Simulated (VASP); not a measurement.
# Cs (Pbcm) in VASP: a series of runs

Runs on Cs. Level: PBE. Tasks: electric field gradients.

Program: VASP 6.6.1. These are calculated values, not measurements. Logs are shortened: lines on timing, memory, paths and dates and some standing lists are left out, and cuts for length are marked.

**1. The cell of the first run**

Symmetry: Pbcm, No. 57, orthorhombic system. Conventional cell: a = 5.519 Å, b = 10.052 Å, c = 8.988 Å, α = 90.00°, β = 90.00°, γ = 90.00°.

**2. Electric field gradients, PBE**

INCAR

```
SYSTEM = Cs
ALGO = Fast
EDIFF = 1E-8
ENCUT = 520
GGA = PE
ISIF = 2
ISMEAR = -1
LASPH = .TRUE.
LCHARG = .FALSE.
LEFG = .TRUE.
LREAL = .FALSE.
LWAVE = .FALSE.
NBANDS = 26
NELM = 100
PREC = Accurate
SIGMA = 0.05
```

KPOINTS

```
k-points
0
G
  5 3 3
  0 0 0
```

POSCAR

```
Cs
1.0
    5.5192572500      0.0000000000      0.0000000000
    0.0000000000     10.0516815000      0.0000000000
    0.0000000000      0.0000000000      8.9880748700
Cs
4
Direct
    0.7393010300      0.3947436000      0.7500000000
    0.2606989700      0.6052564000      0.2500000000
    0.7393010300      0.1052564000      0.2500000000
    0.2606989700      0.8947436000      0.7500000000
```

Potentials or basis: VASP PAW PBE potentials, release 64 (Cs_sv).

Run with:

```sh
$ cat potpaw_PBE.64/Cs_sv/POTCAR > POTCAR
$ mpirun -np 1 vasp_std > vasp.out
```

OUTCAR:

```text
SYSTEM = Cs
   EDIFF = 1E-8
   ENCUT = 520
   GGA = PE
   ISIF = 2
   ISMEAR = -1
   LASPH = .TRUE.
   LREAL = .FALSE.
   NELM = 100
   PREC = Accurate

 ion  position               nearest neighbor table
   1  0.739  0.395  0.750-
   2  0.261  0.605  0.250-
   3  0.739  0.105  0.250-
   4  0.261  0.895  0.750-

  LATTYP: Found a simple orthorhombic cell.
 ALAT       =     5.5192572500
 B/A-ratio  =     1.6284935568
 C/A-ratio  =     1.8212018474

  Lattice vectors:

 A1 = (  -5.5192572500,   0.0000000000,   0.0000000000)
 A2 = (   0.0000000000,   0.0000000000,   8.9880748700)
 A3 = (   0.0000000000,  10.0516815000,   0.0000000000)

Analysis of symmetry for initial positions (statically):
=====================================================================
 Subroutine PRICEL returns:
 Original cell was already a primitive cell.

 Routine SETGRP: Setting up the symmetry group for a
 simple orthorhombic supercell.

 Subroutine GETGRP returns: Found  8 space group operations
 (whereof  2 operations were pure point group operations)
 out of a pool of  8 trial point group operations.

The static configuration has the point symmetry S_2 .
 The point group associated with its full space group is D_2h.

Analysis of symmetry for dynamics (positions and initial velocities):
=====================================================================
 Subroutine PRICEL returns:
 Original cell was already a primitive cell.

 Routine SETGRP: Setting up the symmetry group for a
 simple orthorhombic supercell.

 Subroutine GETGRP returns: Found  8 space group operations
 (whereof  2 operations were pure point group operations)
 out of a pool of  8 trial point group operations.

The dynamic configuration has the point symmetry S_2 .
 The point group associated with its full space group is D_2h.

 Subroutine INISYM returns: Found  8 space group operations
 (whereof  2 operations are pure point group operations),
 and found     1 'primitive' translations

----------------------------------------------------------------------------------------

                                     Primitive cell

  volume of cell :     498.6388

  direct lattice vectors                    reciprocal lattice vectors
     5.519257250  0.000000000  0.000000000     0.181183800  0.000000000  0.000000000
     0.000000000 10.051681500  0.000000000     0.000000000  0.099485842  0.000000000
     0.000000000  0.000000000  8.988074870     0.000000000  0.000000000  0.111258530

  length of vectors
     5.519257250 10.051681500  8.988074870     0.181183800  0.099485842  0.111258530

  position of ions in fractional coordinates (direct lattice)
     0.739301030  0.394743600  0.750000000
     0.260698970  0.605256400  0.250000000
     0.739301030  0.105256400  0.250000000
     0.260698970  0.894743600  0.750000000

  ion indices of the primitive-cell ions
   primitive index   ion index
                 1           1
                 2           2
                 3           3
                 4           4

----------------------------------------------------------------------------------------

 KPOINTS: k-points

Automatic generation of k-mesh.
 Grid dimensions read from file:
 generate k-points for:    5    3    3

 Generating k-lattice:

  Cartesian coordinates                     Fractional coordinates (reciprocal lattice)
     0.036236760  0.000000000  0.000000000     0.200000000  0.000000000  0.000000000
     0.000000000  0.033161947  0.000000000     0.000000000  0.333333333  0.000000000
     0.000000000  0.000000000  0.037086177     0.000000000  0.000000000  0.333333333

  Length of vectors
     0.036236760  0.033161947  0.037086177

  Shift w.r.t. Gamma in fractional coordinates (k-lattice)
[... 24 lines left out ...]
   dimension x,y,z NGX =    42 NGY =   80 NGZ =   70
   dimension x,y,z NGXF=    84 NGYF=  160 NGZF=  140
   ions per type =               4
   NGX,Y,Z   is equivalent  to a cutoff of  12.65, 13.23, 12.95 a.u.
   NGXF,Y,Z  is equivalent  to a cutoff of  25.30, 26.46, 25.89 a.u.
 SYSTEM =  Cs
   PREC   = accura    normal or accurate (medium, high low for compatibility)
   ISTART =      0    job   : 0-new  1-cont  2-samecut
   ICHARG =      2    charge: 1-file 2-atom 10-const
   ISPIN  =      1    spin polarized calculation?
   LNONCOLLINEAR =      F non collinear calculations
   LSORBIT =      F    spin-orbit coupling
   LASPH  =      T    aspherical Exc in radial PAW
   ENCUT  =  520.0 eV  38.22 Ry    6.18 a.u.  10.26 18.69 16.71*2*pi/ulx,y,z
   NELM   =    100;   NELMIN=  2; NELMDL= -5     # of ELM steps
   EDIFF  = 0.1E-07   stopping-criterion for ELM
   LREAL  =      F    real-space projection
   EDIFFG = 0.1E-06   stopping-criterion for IOM
   NSW    =      0    number of steps for IOM
   IBRION =     -1    ionic relax: 0-MD 1-quasi-New 2-CG
   NFREE  =      0    steps in history (QN), initial steepest desc. (CG)
   ISIF   =      2    stress and relaxation
   ISYM   =      2    0-nonsym 1-usesym 2-fastsym
   POTIM  = 0.5000    time-step for ionic-motion
   TEBEG  =    0.0;   TEEND  =   0.0 temperature during run
   PSTRESS=    0.0 pullay stress
   NELECT =      36.0000    total number of electrons
   NUPDOWN=      -1.0000    fix difference up-down
   EMIN   =  10.00;   EMAX   =-10.00  energy-range for DOS
   EFERMI =   0.00;   METHOD = LEGACY
   ISMEAR =    -1;   SIGMA  =   0.05  broadening in eV -4-tet -1-fermi 0-gaus
   EFERMI_NEDOS =   21; number of points for ismear=-14 and -15
   IALGO  =     68    algorithm
   IMIX   =      4    mixing-type and parameters
     AMIX     =   0.40;   BMIX     =  1.00
     AMIX_MAG =   1.60;   BMIX_MAG =  1.00
  volume/ion in A,a.u.               =     124.66       841.25
  Fermi-wavevector in a.u.,A,eV,Ry     =   0.681680  1.288188  6.322452  0.464687
  Thomas-Fermi vector in A             =   1.760533
   LORBIT       =      0    0 simple, 1 ext, 2 COOP (PROOUT), +10 PAW based schemes
   GGA     = PE    functional components
   LHFCALC =     F    Hartree Fock is set to
   AEXX    =    0.0000 exact exchange contribution
   IVDW    =     0    specifies the selected vdW correction
   LEPSILON=     F    determine dielectric tensor
   LRPA    =     F    only Hartree local field effects (RPA)
 non-spin polarized calculation
 RMM-DIIS sequential band-by-band and
  energy-cutoff  :      520.00
  volume of cell :      498.64
 maximum number of plane-waves:     13440
 NGX is ok and might be reduce to    42
   NGX = 21   NGY = 37   NGZ = 33

 number of electron      35.9999999 magnetization

 Free energy of the ion-electron system (eV)
  ---------------------------------------------------
  ext. energy  EPLUGINS =         0.00000000
  ---------------------------------------------------
  free energy    TOTEN  =        -3.43314970 eV

  energy without entropy =       -3.39989761  energy(sigma->0) =       -3.41652366

 E-fermi :   0.3006     XC(G=0):  -5.2074

 val. band max:        0.2386184290   @ k =   0.4000   0.3333   0.0000
 cond. band min:       0.3023447374   @ k =   0.0000   0.0000   0.0000
 fundamental gap:      0.0637263084
 Fermi energy:         0.3006293132

 k-point     1 :       0.0000    0.0000    0.0000
  band No.  band energies     occupation
      1     -23.6423      2.00000
      2     -23.6382      2.00000
      3     -23.6377      2.00000
      4     -23.6375      2.00000
      5     -10.5061      2.00000
      6     -10.4801      2.00000
[... 337 lines left out ...]
     25       1.7160      0.00000
     26       1.9901      0.00000

------------------------ aborting loop because EDIFF is reached ----------------------------------------

  FORCE on cell =-STRESS in cart. coord.  units (eV):
  Direction    XX          YY          ZZ          XY          YZ          ZX
  --------------------------------------------------------------------------------------
  -------------------------------------------------------------------------------------
  Total       -0.4244133     -0.4856992     -0.1378694      0.0000000      0.0000000      0.0000000
  in kB       -1.3636832     -1.5606012     -0.4429886      0.0000000      0.0000000      0.0000000
  external PRESSURE =      -1.1224244 kB  Pullay stress =       0.0000000 kB

 VOLUME and BASIS-vectors are now :
 -----------------------------------------------------------------------------
  energy-cutoff  :      520.00
  volume of cell :      498.64
      direct lattice vectors                 reciprocal lattice vectors
     5.519257250  0.000000000  0.000000000     0.181183800  0.000000000  0.000000000
     0.000000000 10.051681500  0.000000000     0.000000000  0.099485842  0.000000000
     0.000000000  0.000000000  8.988074870     0.000000000  0.000000000  0.111258530

 POSITION                                       TOTAL-FORCE (eV/Angst)
 -----------------------------------------------------------------------------------
      4.08039      3.96784      6.74106         0.011957      0.017773      0.000000
      1.43886      6.08384      2.24702        -0.011957     -0.017773     -0.000000
      4.08039      1.05800      2.24702         0.011957     -0.017773     -0.000000
      1.43886      8.99368      6.74106        -0.011957      0.017773      0.000000
 -----------------------------------------------------------------------------------
    total drift:                                0.000000      0.000000      0.000000

  FREE ENERGIE OF THE ION-ELECTRON SYSTEM (eV)
  ---------------------------------------------------
  free  energy   TOTEN  =        -3.4331497025 eV

  energy  without entropy=       -3.3998976149  energy(sigma->0) =       -3.41652366

 Electric field gradients (V/A^2)
---------------------------------------------------------------------
 ion       V_xx      V_yy      V_zz      V_xy      V_xz      V_yz
---------------------------------------------------------------------
   1       0.435     0.394    -0.829    -0.110     0.000     0.000
   2       0.435     0.394    -0.829    -0.110    -0.000     0.000
   3       0.435     0.394    -0.829     0.110     0.000    -0.000
   4       0.435     0.394    -0.829     0.110    -0.000    -0.000
---------------------------------------------------------------------

 Electric field gradients after diagonalization (V/A^2)
 (convention: |V_zz| > |V_xx| > |V_yy|)
----------------------------------------------------------------------
 ion       V_xx      V_yy      V_zz     asymmetry (V_yy - V_xx)/ V_zz
----------------------------------------------------------------------
   1       0.526     0.303    -0.829       0.269
   2       0.526     0.303    -0.829       0.269
   3       0.526     0.303    -0.829       0.269
   4       0.526     0.303    -0.829       0.269
----------------------------------------------------------------------

           NMR quadrupolar parameters

 Cq : quadrupolar parameter    Cq=e*Q*V_zz/h
 eta: asymmetry parameters     (V_yy - V_xx)/ V_zz
 Q  : nuclear electric quadrupole moment in mb (millibarn)
----------------------------------------------------------------------
 ion       Cq(MHz)       eta       Q (mb)
----------------------------------------------------------------------
   1      -0.002       0.269       1.000
   2      -0.002       0.269       1.000
   3      -0.002       0.269       1.000
   4      -0.002       0.269       1.000
----------------------------------------------------------------------
```

It took 2.2 min on 1 thread of Intel Xeon 6975P-C (Granite Rapids), shared host; peak memory 0.54 GiB.

What came out:

| Quantity | Value |
| --- | --- |
| Free energy | -3.4331 eV |
| Pressure | -0.1 GPa |
| Largest force | 0.021 eV/Å |
| Band gap on the k mesh | zero (bands 18 and 19 overlap by 0.73 eV) |
| Largest electric field gradient by atom | Cs -0.8 V/Å² |

Forces on the atoms (eV/Å):
```
Cs   0.012  0.018  0.000
Cs  -0.012 -0.018  0.000
Cs   0.012 -0.018  0.000
Cs  -0.012  0.018  0.000
```

Stress tensor (GPa, compression positive):
```
-0.14  0.00  0.00
 0.00 -0.16  0.00
 0.00  0.00 -0.04
```

Levels at points of the mesh, in eV from the Fermi level:
| k point | band 14 | band 15 | band 16 | band 17 | band 18 | band 19 | band 20 | band 21 | band 22 | band 23 |
| --- | --- | --- | --- | --- | --- | --- | --- | --- | --- | --- |
| (0.00, 0.00, 0.00) | -10.70 | -10.70 | -10.69 | -1.64 | -0.07 | 0.00 | 0.12 | 0.72 | 0.92 | 1.02 |

Electric field gradients, principal values (V/Å²):
```tsv
atom	least	middle	greatest (by size)
1 Cs	0.303	0.526	-0.829
2 Cs	0.303	0.526	-0.829
3 Cs	0.303	0.526	-0.829
4 Cs	0.303	0.526	-0.829
```

Caveat: without QUAD_EFG the Cq values of the log hold for a quadrupole moment of 1 mb, not for the nuclei; spin-orbit coupling is left out, which moves the levels of the heavy elements.

(Part 1 of 2 ends here.)
